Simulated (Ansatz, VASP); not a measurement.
**Re in VASP and in Ansatz**

File INCAR:

```
PREC     = Accurate       # precision mode
ENCUT    = 520            # plane-wave cutoff, eV
EDIFF    = 1E-7           # SCF threshold, eV
ISMEAR   = 0              # smearing method
SIGMA    = 0.15           # smearing width, eV
LREAL    = F              # projectors in reciprocal space
LASPH    = T              # aspherical terms in the spheres
NELM     = 80             # most SCF steps
ALGO     = Fast           # electronic algorithm
ISIF     = 2              # what is computed and relaxed
LWAVE    = F              # write WAVECAR
LCHARG   = F              # write CHGCAR
GGA      = PE             # functional
NBANDS   = 10             # bands
```

Contents of KPOINTS:

```
regular mesh
0
Gamma
  10 10 10
```

The input POSCAR:

```
Re
1.0
    0.0000000000      2.3440199708      1.4748573656
    2.3440199708      0.0000000000      1.4748573656
    2.3440199708      2.3440199708      0.0000000000
Re
1
Direct
    0.0000000000      0.0000000000      0.0000000000
```

Input for Ansatz:

```yaml
crystal:
  lattice:
    - [0.0, 2.3440199708, 1.4748573656]
    - [2.3440199708, 0.0, 1.4748573656]
    - [2.3440199708, 2.3440199708, 0.0]
  atoms:
    - { symbol: Re, position: [0.0, 0.0, 0.0] }
basis:
  ecutwfc: 420
kpoints:
  mp_grid: { grid: [10, 10, 10] }
hamiltonian:
  xc: pbe
scf:
  occupations: { method: gaussian, width: 0.15 }
output:
  forces: true
  stress: true
  eigenvalues: true
```

Alike in both runs: task single point; functional PBE; k mesh 10 × 10 × 10; occupations gaussian, width 0.15 eV; no spin polarisation.

```csv
,VASP,Ansatz
version,VASP 6.6.1,Ansatz 0.2.0
potentials or method,"VASP PAW PBE potentials, release 64 (Re), cutoff 520 eV","scalar-relativistic, plane waves, PAW"
valence electrons in the cell,7,15
```

Ansatz gave:

* gap on the k mesh at the Fermi level (eV): none
* pressure (GPa): -20.6
* traceless stress, the component that is largest in VASP (GPa): 1.95

Question: What did VASP give for the same quantities?

Answer: gap on the k mesh at the Fermi level (eV): none; pressure (GPa): -21.4; traceless stress, the component that is largest in VASP (GPa): 1.77.

A gap of «none» marks a metal or a gap that the smearing closes. VASP's potentials hold 7 valence electrons a cell and Ansatz's 15, so a difference there can come from the potentials and not from the codes.

Neither program's run includes spin-orbit coupling.
